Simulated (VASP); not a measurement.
A run of VASP 6.6.1 is set up as follows.

File INCAR:

```
PREC = Accurate
ENCUT = 520
EDIFF = 1E-6
ISMEAR = -1
SIGMA = 0.02
LREAL = Auto
LASPH = True
NELM = 80
ALGO = Normal
ISIF = 2
LWAVE = False
LCHARG = False
GGA = PE
NELECT = 64.0
NBANDS = 46
```

The input KPOINTS:

```
regular mesh
0
Gamma
  3 3 3
```

The input POSCAR:

```
HC16
1.0
    0.0000000000      3.5700000000      3.5700000000
    3.5700000000      0.0000000000      3.5700000000
    3.5700000000      3.5700000000      0.0000000000
C H
16 1
Direct
   -0.0077271709      0.0036591036      0.0042929972
    0.1144768908      0.1296749300      0.1321116246
   -0.0093941176      0.0038557423      0.5053946779
    0.1154721289      0.1279175070      0.6302564426
   -0.0085169468      0.5028267507      0.0019233894
    0.1096519608      0.6266547619      0.1309561625
   -0.0095652661      0.5011134454      0.5048616246
    0.1128000000      0.6301761905      0.6275837535
    0.4905219888      0.0170942577      0.0055413165
    0.6196796919      0.1274096639      0.1345690476
    0.4894759104      0.0035901961      0.5071851541
    0.6172572829      0.1294628852      0.6294950980
    0.4822997199      0.4921288515     -0.0037392157
    0.6276577031      0.6300117647      0.1429028011
    0.4871099440      0.5025578431      0.5065368347
    0.6163259104      0.6265483193      0.6246500000
    0.4661719888      0.7458526611     -0.0155577031
```

Potentials or basis: VASP PAW PBE potentials, release 64 (C, H).

Run with:

```console
$ cat potpaw_PBE.64/C/POTCAR potpaw_PBE.64/H/POTCAR > POTCAR
$ mpirun -np 1 vasp_std > vasp.out
```

(1) Estimate the largest force.

## Answers

(1) 0.110 eV/Å.

Caveat: the k points lie up to 0.51 Å⁻¹ apart; the cell carries a net charge on a neutralising background, which shifts energy and pressure.
